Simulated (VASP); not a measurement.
A run of VASP 6.6.1:

INCAR

```
SYSTEM = Ru
PREC = Accurate
ENCUT = 520
EDIFF = 1E-6
ISMEAR = 0
SIGMA = 0.15
LREAL = .FALSE.
LASPH = .TRUE.
NELM = 60
ALGO = Fast
ISIF = 2
LWAVE = .FALSE.
LCHARG = .FALSE.
GGA = PS
NBANDS = 21
```

The input KPOINTS:

```
Automatic mesh
0
G
  18 18 10
  0 0 0
```

The input POSCAR:

```
Ru
1.0
    2.6520000000      0.0000000000      0.0000000000
   -1.3260000000      2.2966993709      0.0000000000
    0.0000000000      0.0000000000      4.7627000000
Ru
2
Direct
    0.3333333333      0.6666666667      0.2500000000
    0.6666666667      0.3333333333      0.7500000000
```

Potentials or basis: VASP PAW PBE potentials, release 64 (Ru_pv).

The run is started by

```console
$ cat potpaw_PBE.64/Ru_pv/POTCAR > POTCAR
$ mpirun -np 1 vasp_std > vasp.out
```

Hardware: 1 thread of Intel(R) Xeon(R) Platinum 8488C (Sapphire Rapids), on a shared host.

Task: Estimate the wall time of this run.

Result: Run time: 65 s on 1 thread of Intel(R) Xeon(R) Platinum 8488C (Sapphire Rapids) (shared host), peak memory 0.22 GiB. Counts: scf iterations 12, k points 222.
